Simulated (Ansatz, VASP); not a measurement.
Sb2Te4O in VASP and in Ansatz

```
Sb Te O
1.0
     6.65980    0.00000    0.00000
     0.00000    6.65980    0.00000
     0.00000    0.00000    4.42157
Sb Te O
2 4 1
Direct
  0.00000 0.50000 0.50000
  0.50000 0.00000 0.50000
  0.74363 0.74363 0.00000
  0.25637 0.25637 0.00000
  0.74363 0.25637 0.00000
  0.25637 0.74363 0.00000
  0.00000 0.00000 0.00000
```

Change from the starting cell: species swapped into the K2PtBr4 type (P4/mmm, No. 123).

Alike in both runs: functional PBE; k mesh 2 × 2 × 3; occupations gaussian, width 0.15 eV; no spin polarisation.

Ansatz relaxed the structure, and its values are those at the end. VASP's run is a single point on that final structure, the one shown.

|  | VASP | Ansatz |
| --- | --- | --- |
| version | VASP 6.6.1 | Ansatz 0.2.0 |
| potentials or method | VASP PAW PBE potentials, release 64 (Sb, Te, O), cutoff 600 eV | scalar-relativistic, plane waves, PAW |
| valence electrons in the cell | 40 | 100 |

Ansatz gave:

| Quantity | Value |
| --- | --- |
| gap on the k mesh at the Fermi level (eV) | none |
| pressure (GPa) | -0.1 |
| rms of the force components (eV/Å) | 0.005 |

Question: What did VASP give for the same quantities?

Answer: gap on the k mesh at the Fermi level (eV): none; pressure (GPa): -0.3; rms of the force components (eV/Å): 0.003.

A gap of «none» marks a metal or a gap that the smearing closes. The functional is the same, so the differences come from potentials, cutoffs and numerics. VASP's potentials hold 40 valence electrons a cell and Ansatz's 100, so a difference there can come from the potentials and not from the codes.

The k mesh is coarse, so the values compare programs but aren't converged. Spin-orbit coupling is off throughout.
